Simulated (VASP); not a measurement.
The system is Si7N.

```
CELL_PARAMETERS angstrom
5.33166 0.00000 0.00000
0.00000 5.33166 0.00000
0.00000 0.00000 5.33166
ATOMIC_POSITIONS crystal
Si 0.25262 0.25262 0.25262
Si 0.00000 0.50000 0.50000
Si 0.50000 0.50000 0.00000
Si 0.50000 0.00000 0.50000
Si 0.74738 0.25262 0.74738
Si 0.74738 0.74738 0.25262
Si 0.25262 0.74738 0.74738
N 0.00000 0.00000 0.00000
```

The cell was built from a structure type or drawn by symmetry, and may not be a known phase.

```yaml
Program: VASP 6.6.1
Task: relaxation of cell and atoms
Functional: PBE
Potentials_or_basis: VASP PAW PBE potentials, release 64 (Si, N)
Cutoff: 600 eV
k_mesh: 3 × 3 × 3
Occupations: gaussian, width 0.2 eV
Spin: no spin polarisation
```

At the start: pressure -1.9 GPa; volume 18.95 Å³/atom.

Task: How do energy, volume and symmetry change on relaxing?

Result: Over 7 steps the energy falls by 170.7 meV/atom and the volume is 17.46 Å³/atom (-7.8 %); space group P-43m (No. 215, to 0.1 Å) before and after.

Step by step:
```csv
step,energy change (eV),largest force (eV/Å),pressure (GPa),volume (Å³)
1,0.0000,2.2605,-1.86,151.56
2,-0.8767,1.4761,-1.80,146.79
3,-1.3488,0.3505,-0.38,139.76
4,-1.3624,0.0246,-0.81,140.94
5,-1.3633,0.0445,-0.74,140.72
6,-1.3629,0.0335,0.82,138.62
7,-1.3657,0.0072,0.01,139.70
```

Final structure:
```yaml
crystal:
  lattice:
    - [5.18877, 0.00000, 0.00000]
    - [0.00000, 5.18877, 0.00000]
    - [0.00000, 0.00000, 5.18877]
  atoms:
    - { symbol: Si, position: [0.22538, 0.22538, 0.22538] }
    - { symbol: Si, position: [0.00000, 0.50000, 0.50000] }
    - { symbol: Si, position: [0.50000, 0.50000, 0.00000] }
    - { symbol: Si, position: [0.50000, 0.00000, 0.50000] }
    - { symbol: Si, position: [0.77462, 0.22538, 0.77462] }
    - { symbol: Si, position: [0.77462, 0.77462, 0.22538] }
    - { symbol: Si, position: [0.22538, 0.77462, 0.77462] }
    - { symbol: N, position: [0.00000, 0.00000, 0.00000] }
```

Caveat: the k points lie up to 0.40 Å⁻¹ apart in the final cell, too coarse for converged energies and pressures of a metal.
